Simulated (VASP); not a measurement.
A run of VASP 6.6.1 is set up as follows.

INCAR

```
SYSTEM = Si7C
ALGO = Normal ; EDIFF = 1E-6
ENCUT = 520 ; GGA = PS
ISIF = 2 ; ISMEAR = -1
LASPH = .TRUE. ; LCHARG = .FALSE.
LREAL = Auto ; LWAVE = .FALSE.
NBANDS = 166 ; NELM = 60
PREC = Accurate ; SIGMA = 0.05
```

File KPOINTS:

```
Automatic mesh
0
Gamma
  1 1 1
  0.5 0.5 0.5
```

POSCAR

```
Si7C
1.0
   10.3353993078      0.0000000000      0.0000000000
    0.0000000000     10.3353993078      0.0000000000
    0.0000000000      0.0000000000     10.3353993078
Si C
56 8
Direct
    0.9974970000      0.9963660000      0.9961700000
    0.0023470000      0.0032880000      0.5031530000
    0.0048880000      0.4995820000      0.9989280000
    0.4824830000      0.0172070000      0.9913510000
    0.4973480000      0.9884590000      0.4949660000
    0.4842650000      0.5074300000      0.9927830000
    0.5118800000      0.4872280000      0.4845390000
    0.1304740000      0.1265210000      0.1185180000
    0.1154490000      0.1442120000      0.6439440000
    0.1065930000      0.6393530000      0.1430370000
    0.6294130000      0.1270680000      0.1211620000
    0.6174570000      0.1326290000      0.6222770000
    0.6030290000      0.6359280000      0.1449930000
    0.6277060000      0.6187390000      0.6201980000
    0.2643810000      0.2400700000      0.9738820000
    0.2441360000      0.2548650000      0.5025640000
    0.2473820000      0.7409960000      0.0034350000
    0.2335280000      0.7199560000      0.5139860000
    0.7591390000      0.2497890000      0.9903580000
    0.7418750000      0.2759010000      0.4917290000
    0.7495540000      0.7512360000      0.0149660000
    0.7538930000      0.7437410000      0.4882970000
    0.3751310000      0.3700440000      0.1261440000
    0.3539320000      0.3926880000      0.6348150000
    0.3920090000      0.8573090000      0.1308640000
    0.3584410000      0.8763510000      0.6284870000
    0.8672560000      0.3801370000      0.1281550000
    0.9092150000      0.3862100000      0.6205850000
    0.8956970000      0.8526210000      0.1495390000
    0.8792370000      0.8671070000      0.6221530000
    0.2512300000      0.9853210000      0.2486300000
    0.2610570000      0.0241710000      0.7691730000
    0.2470310000      0.5072680000      0.2527450000
    0.7494920000      0.9874260000      0.2486630000
    0.7596940000      0.0088640000      0.7467570000
    0.7373360000      0.4928230000      0.2754320000
    0.7567600000      0.4926610000      0.7472700000
    0.3775320000      0.1281860000      0.3725280000
    0.3926470000      0.6368020000      0.3613600000
    0.3350380000      0.6021620000      0.8471140000
    0.8655770000      0.1283390000      0.3774970000
    0.9007400000      0.1510790000      0.8505320000
    0.9093900000      0.6163470000      0.3896300000
    0.8759910000      0.6283250000      0.8740980000
    0.0014170000      0.2590730000      0.2560510000
    0.0223910000      0.7243100000      0.7280940000
    0.5249420000      0.2685260000      0.2668310000
    0.4733750000      0.2398660000      0.7662770000
    0.4906190000      0.7433230000      0.7520180000
    0.1138820000      0.4001750000      0.3994270000
    0.1273700000      0.3792110000      0.8363780000
    0.1094680000      0.8496520000      0.3699480000
    0.1313970000      0.8727620000      0.8686340000
    0.6180770000      0.3723330000      0.8753400000
    0.6077940000      0.8529120000      0.3547040000
    0.6238870000      0.8844840000      0.8799310000
    0.0261790000      0.5125990000      0.5254200000
    0.1265390000      0.5933450000      0.6217640000
    0.2192220000      0.5053150000      0.7193850000
    0.3748360000      0.1241370000      0.8786440000
    0.0079480000      0.2670280000      0.7373370000
    0.0001770000      0.7377400000      0.2625460000
    0.4959060000      0.7505670000      0.2469690000
    0.6288750000      0.3787110000      0.3821170000
```

Potentials or basis: VASP PAW PBE potentials, release 64 (Si, C).

Launch:

```console
$ cat potpaw_PBE.64/Si/POTCAR potpaw_PBE.64/C/POTCAR > POTCAR
$ mpirun -np 1 vasp_std > vasp.out
```

Task: Predict the pressure.

Result: 0.1 GPa.

Task: Estimate the band gap on the k mesh.

Result: 0.64 eV.

Stress tensor (GPa, compression positive):
```
 0.18 -0.02 -0.08
-0.02  0.02  0.27
-0.08  0.27  0.22
```

Caveat: the k points lie up to 0.61 Å⁻¹ apart; the PAW data sets were made with another functional, which shifts forces and pressure a little; a shifted mesh leaves out Γ, where band edges can lie. A k mesh can miss the band edges.
